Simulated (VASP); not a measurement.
The system is InAs.

```
CELL_PARAMETERS angstrom
0.00000 3.05356 3.05356
3.05356 0.00000 3.05356
3.05356 3.05356 0.00000
ATOMIC_POSITIONS crystal
In 0.75000 0.75000 0.75000
As 0.00000 0.00000 0.00000
```

* Program: VASP 6.6.1
* Task: relaxation of cell and atoms
* Functional: PBE
* Potentials or basis: VASP PAW PBE potentials, release 64 (In_d, As)
* Cutoff: 600 eV
* k mesh: 16 × 16 × 16
* Occupations: gaussian, width 0.1 eV
* Spin: no spin polarisation

At the start: pressure 2.1 GPa; volume 28.47 Å³/atom.

Task: How do energy, volume and symmetry change on relaxing?

Result: Over 3 steps the energy falls by 7.4 meV/atom and the volume is 29.63 Å³/atom (+4.1 %); space group F-43m (No. 216, to 0.05 Å).

The path:
| step | energy change (eV) | largest force (eV/Å) | pressure (GPa) | volume (Å³) |
| --- | --- | --- | --- | --- |
| 1 | 0.0000 | 0.0000 | 2.13 | 56.94 |
| 2 | -0.0129 | 0.0000 | -0.70 | 60.13 |
| 3 | -0.0148 | 0.0000 | 0.02 | 59.25 |

Final structure:
```
In As
1.0
     0.00000    3.09427    3.09427
     3.09427    0.00000    3.09427
     3.09427    3.09427    0.00000
In As
1 1
Direct
  0.75000 0.75000 0.75000
  0.00000 0.00000 0.00000
```
